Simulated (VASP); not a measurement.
# BaTiO3 (P4mm) in VASP: a series of runs

The runs below take BaTiO3 through single point, with BLYP, revPBE, RPBE.

Everything below comes from runs of VASP 6.6.1. Logs are shortened: lines on timing, memory, paths and dates and some standing lists are left out, and cuts for length are marked.

## 1. The cell of the first run

It takes space group P4mm (No. 99, tetragonal). Conventional cell: a = 3.975 Å, b = 3.975 Å, c = 4.534 Å, α = 90.00°, β = 90.00°, γ = 90.00°. Ba (site symmetry 4mm) has 12 O at 2.80 to 3.24 Å and 8 Ti at 3.60 to 3.63 Å within 3.7 Å. Ti (site symmetry 4mm) has 5 O at 1.79 to 2.01 Å within 2.4 Å. Within 2.7 Å of O (site symmetry 2mm) lie 2 Ti at 2.01 Å. Within 2.4 Å of O (site symmetry 4mm) lie 1 Ti at 1.79 Å.

## 2. Single point, BLYP

The input, INCAR:

```
SYSTEM = BaTiO3
PREC     = Accurate       ! precision mode
ENCUT    = 520            ! plane-wave cutoff, eV
EDIFF    = 1E-6           ! SCF threshold, eV
ISMEAR   = -1             ! smearing method
SIGMA    = 0.05           ! smearing width, eV
LREAL    = .False.        ! projectors in reciprocal space
LASPH    = .True.         ! aspherical terms in the spheres
NELM     = 60             ! most SCF steps
ALGO     = Normal         ! electronic algorithm
ISIF     = 2              ! what is computed and relaxed
LWAVE    = .False.        ! write WAVECAR
LCHARG   = .False.        ! write CHGCAR
GGA      = B5             ! functional
ALDAX    = 1.0          
AGGAX    = 1.0          
AGGAC    = 1.0          
ALDAC    = 0.0          
NBANDS   = 28             ! bands
```

The input, KPOINTS:

```
Automatic mesh
0
Gamma
  7 7 7
  0 0 0
```

The input, POSCAR:

```
BaTiO3
1.0
    3.9750615540      0.0000000000      0.0000000000
    0.0000000000      3.9750615540      0.0000000000
    0.0000000000      0.0000000000      4.5344518842
Ba Ti O
1 1 3
Direct
    0.0000000000      0.0000000000     -0.0365207041
    0.5000000000      0.5000000000      0.4584544652
    0.0000000000      0.5000000000      0.5284296200
    0.5000000000      0.0000000000      0.5284296200
    0.5000000000      0.5000000000      0.0642069988
```

Potentials or basis: VASP PAW PBE potentials, release 64 (Ba_sv, Ti_sv, O).

On the command line:

```console
> cat potpaw_PBE.64/Ba_sv/POTCAR potpaw_PBE.64/Ti_sv/POTCAR potpaw_PBE.64/O/POTCAR > POTCAR
> mpirun -np 1 vasp_std > vasp.out
```

OUTCAR:

```text
SYSTEM = BaTiO3
   PREC = Accurate
   ENCUT = 520
   EDIFF = 1E-6
   ISMEAR = -1
   LREAL = .False.
   LASPH = .True.
   NELM = 60
   ISIF = 2
   GGA = B5

 ion  position               nearest neighbor table
   1  0.000  0.000  0.963-   3 2.80   4 2.80   3 2.80   4 2.80   5 2.85   5 2.85   5 2.85   5 2.85
                             4 3.24   3 3.24   4 3.24   3 3.24   2 3.60   2 3.60   2 3.60   2 3.60
   2  0.500  0.500  0.458-   5 1.79   4 2.01   3 2.01   4 2.01   3 2.01   1 3.60   1 3.60   1 3.60
                             1 3.60   1 3.63   1 3.63   1 3.63   1 3.63
   3  0.000  0.500  0.528-   2 2.01   2 2.01   1 2.80   1 2.80   1 3.24   1 3.24
   4  0.500  0.000  0.528-   2 2.01   2 2.01   1 2.80   1 2.80   1 3.24   1 3.24
   5  0.500  0.500  0.064-   2 1.79   1 2.85   1 2.85   1 2.85   1 2.85

  LATTYP: Found a simple tetragonal cell.
 ALAT       =     3.9750615540
 C/A-ratio  =     1.1407249479

  Lattice vectors:

 A1 = (   3.9750615540,   0.0000000000,   0.0000000000)
 A2 = (   0.0000000000,   3.9750615540,   0.0000000000)
 A3 = (   0.0000000000,   0.0000000000,   4.5344518842)

Analysis of symmetry for initial positions (statically):
=====================================================================
 Subroutine PRICEL returns:
 Original cell was already a primitive cell.

 Routine SETGRP: Setting up the symmetry group for a
 simple tetragonal supercell.

 Subroutine GETGRP returns: Found  8 space group operations
 (whereof  8 operations were pure point group operations)
 out of a pool of 16 trial point group operations.

The static configuration has the point symmetry C_4v.

Analysis of symmetry for dynamics (positions and initial velocities):
=====================================================================
 Subroutine PRICEL returns:
 Original cell was already a primitive cell.

 Routine SETGRP: Setting up the symmetry group for a
 simple tetragonal supercell.

 Subroutine GETGRP returns: Found  8 space group operations
 (whereof  8 operations were pure point group operations)
 out of a pool of 16 trial point group operations.

The dynamic configuration has the point symmetry C_4v.

 Subroutine INISYM returns: Found  8 space group operations
 (whereof  8 operations are pure point group operations),
 and found     1 'primitive' translations

----------------------------------------------------------------------------------------

                                     Primitive cell

  volume of cell :      71.6494

  direct lattice vectors                    reciprocal lattice vectors
     3.975061554  0.000000000  0.000000000     0.251568431  0.000000000  0.000000000
     0.000000000  3.975061554  0.000000000     0.000000000  0.251568431  0.000000000
     0.000000000  0.000000000  4.534451884     0.000000000  0.000000000  0.220533821

  length of vectors
     3.975061554  3.975061554  4.534451884     0.251568431  0.251568431  0.220533821

  position of ions in fractional coordinates (direct lattice)
     0.000000000  0.000000000  0.963479296
     0.500000000  0.500000000  0.458454465
     0.000000000  0.500000000  0.528429620
     0.500000000  0.000000000  0.528429620
     0.500000000  0.500000000  0.064206999

  ion indices of the primitive-cell ions
   primitive index   ion index
                 1           1
                 2           2
                 3           3
                 4           4
                 5           5

----------------------------------------------------------------------------------------

 KPOINTS: Automatic mesh

Automatic generation of k-mesh.
 Grid dimensions read from file:
 generate k-points for:    7    7    7

 Generating k-lattice:

  Cartesian coordinates                     Fractional coordinates (reciprocal lattice)
     0.035938347  0.000000000  0.000000000     0.142857143  0.000000000  0.000000000
     0.000000000  0.035938347  0.000000000     0.000000000  0.142857143  0.000000000
     0.000000000  0.000000000  0.031504832     0.000000000  0.000000000  0.142857143

  Length of vectors
     0.035938347  0.035938347  0.031504832

  Shift w.r.t. Gamma in fractional coordinates (k-lattice)
     0.000000000  0.000000000  0.000000000

 Subroutine IBZKPT returns following result:
 ===========================================

 Found     40 irreducible k-points:

 Following reciprocal coordinates:
            Coordinates               Weight
  0.000000  0.000000  0.000000      1.000000
  0.142857  0.000000  0.000000      4.000000
  0.285714  0.000000  0.000000      4.000000
  0.428571  0.000000  0.000000      4.000000
  0.142857  0.142857  0.000000      4.000000
  0.285714  0.142857  0.000000      8.000000
[... 16 lines left out ...]
  0.285714  0.000000  0.285714      8.000000
  0.428571  0.000000  0.285714      8.000000
 [... further k-points ...]
   k-points           NKPTS =     40   k-points in BZ     NKDIM =     40   number of bands    NBANDS=     28
[... 61 lines left out ...]
  free energy    TOTEN  =       -38.26536533 eV

  energy without entropy =      -38.26536533  energy(sigma->0) =      -38.26536533

 E-fermi :   4.6585     XC(G=0): -10.1317

 val. band max:        3.6654559094   @ k =   0.4286   0.4286   0.4286
 cond. band min:       5.5535793567   @ k =   0.0000   0.0000   0.0000
 fundamental gap:      1.8881234473
 Fermi energy:         4.6585058765

 k-point     1 :       0.0000    0.0000    0.0000
  band No.  band energies     occupation
      1     -52.8487      2.00000
      2     -29.3912      2.00000
      3     -29.1685      2.00000
      4     -29.1685      2.00000
      5     -21.8474      2.00000
      6     -13.1989      2.00000
[... 20 lines left out ...]
     27       9.1282      0.00000
     28       9.6969      0.00000

 k-point     2 :       0.1429    0.0000    0.0000
  band No.  band energies     occupation
      1     -52.8484      2.00000
      2     -29.3908      2.00000
      3     -29.1779      2.00000
      4     -29.1681      2.00000
      5     -21.8302      2.00000
      6     -13.1974      2.00000
[... 20 lines left out ...]
     27       9.3867      0.00000
     28      10.1471      0.00000

 k-point     3 :       0.2857    0.0000    0.0000
  band No.  band energies     occupation
      1     -52.8480      2.00000
      2     -29.3898      2.00000
      3     -29.1992      2.00000
      4     -29.1673      2.00000
      5     -21.7912      2.00000
      6     -13.2469      2.00000
[... 20 lines left out ...]
     27      10.0188      0.00000
     28      11.0975      0.00000

 k-point     4 :       0.4286    0.0000    0.0000
  band No.  band energies     occupation
      1     -52.8476      2.00000
      2     -29.3889      2.00000
      3     -29.2161      2.00000
      4     -29.1667      2.00000
      5     -21.7594      2.00000
      6     -13.3194      2.00000
[... 20 lines left out ...]
     27      10.7039      0.00000
     28      11.2926      0.00000

 k-point     5 :       0.1429    0.1429    0.0000
  band No.  band energies     occupation
      1     -52.8482      2.00000
      2     -29.3903      2.00000
      3     -29.1777      2.00000
      4     -29.1774      2.00000
      5     -21.8139      2.00000
      6     -13.1868      2.00000
[... 20 lines left out ...]
     27       9.5819      0.00000
     28      10.4467      0.00000

 k-point     6 :       0.2857    0.1429    0.0000
  band No.  band energies     occupation
      1     -52.8478      2.00000
      2     -29.3893      2.00000
      3     -29.1987      2.00000
      4     -29.1767      2.00000
      5     -21.7768      2.00000
      6     -13.2073      2.00000
[... 463 lines left out ...]
      5     -21.8281      2.00000
      6     -13.2366      2.00000
[... 20 lines left out ...]
     27       9.7069      0.00000
     28      11.1183      0.00000

 k-point    22 :       0.1429    0.0000    0.2857
  band No.  band energies     occupation
      1     -52.8484      2.00000
      2     -29.3970      2.00000
      3     -29.1777      2.00000
      4     -29.1679      2.00000
      5     -21.8127      2.00000
      6     -13.1841      2.00000
[... 20 lines left out ...]
     27       9.9950      0.00000
     28      11.0082      0.00000

 k-point    23 :       0.2857    0.0000    0.2857
  band No.  band energies     occupation
      1     -52.8479      2.00000
      2     -29.3958      2.00000
      3     -29.1988      2.00000
      4     -29.1671      2.00000
      5     -21.7777      2.00000
      6     -13.1231      2.00000
[... 20 lines left out ...]
     27      10.5863      0.00000
     28      11.1050      0.00000

 k-point    24 :       0.4286    0.0000    0.2857
  band No.  band energies     occupation
      1     -52.8475      2.00000
      2     -29.3949      2.00000
      3     -29.2156      2.00000
      4     -29.1665      2.00000
      5     -21.7492      2.00000
      6     -13.1469      2.00000
[... 20 lines left out ...]
     27      10.7767      0.00000
     28      11.6149      0.00000

 [... further k-points ...]
[... 5 lines left out ...]
  --------------------------------------------------------------------------------------
  -------------------------------------------------------------------------------------
  Total        0.6198860      0.6198860      0.7927721      0.0000000     -0.0000000      0.0000000
  in kB       13.8614895     13.8614895     17.7274557      0.0000000     -0.0000000      0.0000000
  external PRESSURE =      15.1501449 kB  Pullay stress =       0.0000000 kB

 VOLUME and BASIS-vectors are now :
 -----------------------------------------------------------------------------
  energy-cutoff  :      520.00
  volume of cell :       71.65
      direct lattice vectors                 reciprocal lattice vectors
     3.975061554  0.000000000  0.000000000     0.251568431  0.000000000  0.000000000
     0.000000000  3.975061554  0.000000000     0.000000000  0.251568431  0.000000000
     0.000000000  0.000000000  4.534451884     0.000000000  0.000000000  0.220533821

 POSITION                                       TOTAL-FORCE (eV/Angst)
 -----------------------------------------------------------------------------------
      0.00000      0.00000      4.36885         0.000000      0.000000      0.080549
      1.98753      1.98753      2.07884         0.000000      0.000000      0.183056
      0.00000      1.98753      2.39614         0.000000      0.000000     -0.039010
      1.98753      0.00000      2.39614         0.000000      0.000000     -0.039010
      1.98753      1.98753      0.29114        -0.000000     -0.000000     -0.185584
 -----------------------------------------------------------------------------------
    total drift:                                0.000000      0.000000      0.000248

  FREE ENERGIE OF THE ION-ELECTRON SYSTEM (eV)
  ---------------------------------------------------
  free  energy   TOTEN  =       -38.2653653270 eV

  energy  without entropy=      -38.2653653262  energy(sigma->0) =      -38.26536533
```

Run time: 50 s. Hardware: 1 thread of Intel Xeon 6975P-C (Granite Rapids), shared host; peak memory 0.22 GiB.

What came out:

* Free energy: -38.2654 eV
* Pressure: 1.5 GPa
* Largest force: 0.186 eV/Å
* Band gap on the k mesh: 1.89 eV, indirect (least direct gap 2.49 eV)

Forces on the atoms (eV/Å):
```
Ba   0.000  0.000  0.081
Ti   0.000  0.000  0.183
O    0.000  0.000 -0.039
O    0.000  0.000 -0.039
O    0.000  0.000 -0.186
```

Stress tensor (GPa, compression positive):
```
1.39 0.00 0.00
0.00 1.39 0.00
0.00 0.00 1.77
```

Levels at points of the mesh, in eV from the valence-band top:
```csv
k point,band 16,band 17,band 18,band 19,band 20,band 21,band 22,band 23,band 24,band 25
"(0.00, 0.00, 0.00)",-2.10,-1.59,-1.48,-0.61,-0.61,1.89,2.95,2.95,3.91,4.24
```

Caveat: the PAW data sets were made with another functional, which shifts forces and pressure a little; spin-orbit coupling is left out, which moves the levels of the heavy elements. A hybrid or GW would open this gap; BLYP tends to underestimate it.

## 3. Single point, revPBE

This run uses another cell than the first one, of 13.86 Å³/atom, 0.967 times its volume.

The input, INCAR:

```
PREC = Accurate
ENCUT = 520
EDIFF = 1E-6
ISMEAR = -1
SIGMA = 0.05
LREAL = False
LASPH = True
NELM = 100
ALGO = Normal
ISIF = 2
LWAVE = False
LCHARG = False
GGA = RE
NBANDS = 28
```

The input, KPOINTS:

```
regular mesh
0
Gamma
  7 7 7
```

The input, POSCAR:

```
BaTiO3
1.0
    3.9901082420      0.0000000000      0.0000000000
    0.0000000000      3.9901082420      0.0000000000
    0.0000000000      0.0000000000      4.3528778418
Ba Ti O
1 1 3
Direct
    0.0000000000      0.0000000000     -0.0214494111
    0.5000000000      0.5000000000      0.4647402460
    0.0000000000      0.5000000000      0.5238037910
    0.5000000000      0.0000000000      0.5238037910
    0.5000000000      0.5000000000      0.0521015832
```

Potentials or basis: VASP PAW PBE potentials, release 64 (Ba_sv, Ti_sv, O).

On the command line:

```console
> cat potpaw_PBE.64/Ba_sv/POTCAR potpaw_PBE.64/Ti_sv/POTCAR potpaw_PBE.64/O/POTCAR > POTCAR
> mpirun -np 1 vasp_std > vasp.out
```

Wall time 74 s (1 thread of Intel Xeon Platinum 8488C (Sapphire Rapids), shared host); peak memory 0.22 GiB.

Results (log left out):

```yaml
Free_energy: -38.3095 eV
Pressure: 1.4 GPa
Largest_force: 0.072 eV/Å
Band_gap_on_the_k_mesh: 1.91 eV, indirect (least direct gap 2.45 eV)
```

Forces in eV/Å, atoms in the order of the input:
```
Ba   0.000  0.000  0.066
Ti   0.000  0.000  0.072
O    0.000  0.000 -0.035
O    0.000  0.000 -0.035
O    0.000  0.000 -0.069
```

Levels at points of the mesh, in eV from the valence-band top:
| k point | band 17 | band 18 | band 19 | band 20 | band 21 | band 22 | band 23 | band 24 |
| --- | --- | --- | --- | --- | --- | --- | --- | --- |
| (0.00, 0.00, 0.00) | -1.33 | -1.21 | -0.54 | -0.54 | 1.91 | 2.76 | 2.76 | 4.01 |

Caveat: the PAW data sets were made with another functional, which shifts forces and pressure a little; spin-orbit coupling is left out, which moves the levels of the heavy elements. As with any semilocal functional, this revPBE gap is likely too small.

## 4. Single point, RPBE

This run uses another cell than the first one, of 14.12 Å³/atom, 0.985 times its volume.

INCAR: that of step 3 with these lines changed.

```diff
@@ -7,3 +7,3 @@
 LASPH = True
-NELM = 100
+NELM = 60
 ALGO = Normal
@@ -12,3 +12,3 @@
 LCHARG = False
-GGA = RE
+GGA = RP
 NBANDS = 28
```

KPOINTS is that of step 3.

The input, POSCAR:

```
BaTiO3
1.0
    3.9871377118      0.0000000000      0.0000000000
    0.0000000000      3.9871377118      0.0000000000
    0.0000000000      0.0000000000      4.4402548514
Ba Ti O
1 1 3
Direct
    0.0000000000      0.0000000000     -0.0287157967
    0.5000000000      0.5000000000      0.4614268066
    0.0000000000      0.5000000000      0.5260556392
    0.5000000000      0.0000000000      0.5260556392
    0.5000000000      0.5000000000      0.0581777117
```

On the command line:

```console
> cat potpaw_PBE.64/Ba_sv/POTCAR potpaw_PBE.64/Ti_sv/POTCAR potpaw_PBE.64/O/POTCAR > POTCAR
> mpirun -np 1 vasp_std > vasp.out
```

Run time: 84 s. Hardware: 1 thread of Intel Xeon Platinum 8488C (Sapphire Rapids), shared host; peak memory 0.23 GiB.

Results (log left out):

* Free energy: -38.0486 eV
* Pressure: 1.3 GPa
* Largest force: 0.078 eV/Å
* Band gap on the k mesh: 1.92 eV, indirect (least direct gap 2.49 eV)

Forces on the atoms (eV/Å):
```
Ba   0.000  0.000  0.078
Ti   0.000  0.000  0.063
O    0.000  0.000 -0.039
O    0.000  0.000 -0.039
O    0.000  0.000 -0.064
```

Levels at points of the mesh, in eV from the valence-band top:
```
           k point  band 16  band 17  band 18  band 19  band 20  band 21  band 22  band 23  band 24  band 25
(0.00, 0.00, 0.00)    -2.03    -1.41    -1.40    -0.58    -0.58     1.92     2.88     2.88     3.96     4.32
```

Caveat: the PAW data sets were made with another functional, which shifts forces and pressure a little; spin-orbit coupling is left out, which moves the levels of the heavy elements. A k mesh can miss the band edges.

## 5. Single point, BLYP

The input, INCAR:

```
SYSTEM = BaTiO3
PREC = Accurate ; ENCUT = 520
EDIFF = 1E-6 ; ISMEAR = -1
SIGMA = 0.05 ; LREAL = .FALSE.
LASPH = .TRUE. ; NELM = 80
ALGO = Normal ; ISIF = 2
LWAVE = .FALSE. ; LCHARG = .FALSE.
GGA = B5 ; ALDAX = 1.0
AGGAX = 1.0 ; AGGAC = 1.0
ALDAC = 0.0 ; NBANDS = 28
```

The input, KPOINTS:

```
Automatic mesh
0
G
  7 7 7
  0 0 0
```

The input, POSCAR:

```
BaTiO3
1.0
    3.9750112731      0.0000000000      0.0000000000
    0.0000000000      3.9750112731      0.0000000000
    0.0000000000      0.0000000000      4.5345884763
Ba Ti O
1 1 3
Direct
    0.0000000000      0.0000000000     -0.0364954825
    0.5000000000      0.5000000000      0.4584469179
    0.0000000000      0.5000000000      0.5284175134
    0.5000000000      0.0000000000      0.5284175134
    0.5000000000      0.5000000000      0.0642135377
```

On the command line:

```console
> cat potpaw_PBE.64/Ba_sv/POTCAR potpaw_PBE.64/Ti_sv/POTCAR potpaw_PBE.64/O/POTCAR > POTCAR
> mpirun -np 1 vasp_std > vasp.out
```

It took 95 s on 1 thread of Intel Xeon Platinum 8488C (Sapphire Rapids), shared host; peak memory 0.23 GiB.

It converged, with:

| Quantity | Value |
| --- | --- |
| Free energy | -38.2654 eV |
| Pressure | 1.5 GPa |
| Largest force | 0.186 eV/Å |
| Band gap on the k mesh | 1.89 eV, indirect (least direct gap 2.49 eV) |

Forces on the atoms (eV/Å):
```
Ba   0.000  0.000  0.080
Ti   0.000  0.000  0.184
O    0.000  0.000 -0.039
O    0.000  0.000 -0.039
O    0.000  0.000 -0.186
```

Stress tensor (GPa, compression positive):
```
1.39 0.00 0.00
0.00 1.39 0.00
0.00 0.00 1.78
```

Levels at points of the mesh, in eV from the valence-band top:
```
           k point  band 17  band 18  band 19  band 20  band 21  band 22  band 23  band 24
(0.00, 0.00, 0.00)    -1.59    -1.48    -0.61    -0.61     1.89     2.95     2.95     3.91
```

Caveat: the PAW data sets were made with another functional, which shifts forces and pressure a little; spin-orbit coupling is left out, which moves the levels of the heavy elements.

## 6. Summary

```tsv
level	cell	gap on the mesh (eV)	pressure (GPa)	largest force (eV/Å)
BLYP	a = 3.975, b = 3.975, c = 4.534 Å, 5 atoms	1.89	1.5	0.19
revPBE	a = 3.990, b = 3.990, c = 4.353 Å, 5 atoms	1.91	1.4	0.07
RPBE	a = 3.987, b = 3.987, c = 4.440 Å, 5 atoms	1.92	1.3	0.08
BLYP	a = 3.975, b = 3.975, c = 4.535 Å, 5 atoms	1.89	1.5	0.19
```

Alike in all rows: task single point; potentials or basis VASP PAW PBE potentials, release 64 (Ba_sv, Ti_sv, O); no spin polarisation; k mesh 7 × 7 × 7; cutoff (eV) 520; smearing fermi-dirac 0.05 eV.

Caveats: the PAW data sets were made with another functional, which shifts forces and pressure a little; spin-orbit coupling is left out, which moves the levels of the heavy elements.

Total energies depend on the potentials used, so only differences within one code and one set of settings carry meaning.
